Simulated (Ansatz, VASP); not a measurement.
# MnSi in VASP and in Ansatz

Contents of INCAR:

```
ALGO = Normal ; EDIFF = 1E-7
ENCUT = 520 ; GGA = PE
ISIF = 2 ; ISMEAR = -1
ISPIN = 2 ; LASPH = T
LCHARG = T ; LELF = T
LMAXMIX = 4 ; LORBIT = 11
LREAL = F ; LVHAR = T
LWAVE = F ; MAGMOM = 4 0
NBANDS = 20 ; NELM = 150
PREC = Accurate ; SIGMA = 0.05
```

KPOINTS

```
k-points
0
Gamma
  15 15 15
```

File POSCAR:

```
MnSi
1.0
    0.0000000000      2.4543739545      2.4543739545
    2.4543739545      0.0000000000      2.4543739545
    2.4543739545      2.4543739545      0.0000000000
Mn Si
1 1
Direct
    0.0000000000      0.0000000000      0.0000000000
    0.5000000000      0.5000000000      0.5000000000
```

Input for Ansatz:

```yaml
crystal:
  lattice:
    - [0.0, 2.4543739545, 2.4543739545]
    - [2.4543739545, 0.0, 2.4543739545]
    - [2.4543739545, 2.4543739545, 0.0]
  atoms:
    - { symbol: Mn, position: [0.0, 0.0, 0.0], spin: 4.0 }
    - { symbol: Si, position: [0.5, 0.5, 0.5] }
magnetization:
  spin_polarized: true
kpoints:
  mp_grid: { grid: [15, 15, 15] }
scf:
  occupations: { method: fermi_dirac, width: 0.05 }
hamiltonian:
  xc: pbe
  pseudopotentials: { kind: all_electron, lapw: { basis_error: 0.001 } }
output:
  forces: true
  stress: true
  eigenvalues: true
```

Change from the starting cell: volume scaled by 1.04.

Alike in both runs: task single point; functional PBE; k mesh 15 × 15 × 15; occupations fermi-dirac, width 0.05 eV; collinear spin.

```csv
,VASP,Ansatz
version,VASP 6.6.1,Ansatz 0.2.0
potentials or method,"VASP PAW PBE potentials, release 64 (Mn_pv, Si), cutoff 520 eV","all-electron LAPW, scalar-relativistic"
```

```csv
,VASP,Ansatz,Ansatz less VASP
pressure (GPa),-3.2,-3.1,+0.06
net moment per atom (μB),1.31,1.32,+0.002
size of the moment on the site where the two differ most (μB),2.73,2.78,+0.054
```

Site moments also hang on the region over which each program counts them. Ansatz ran all-electron here, and VASP with PAW potentials.
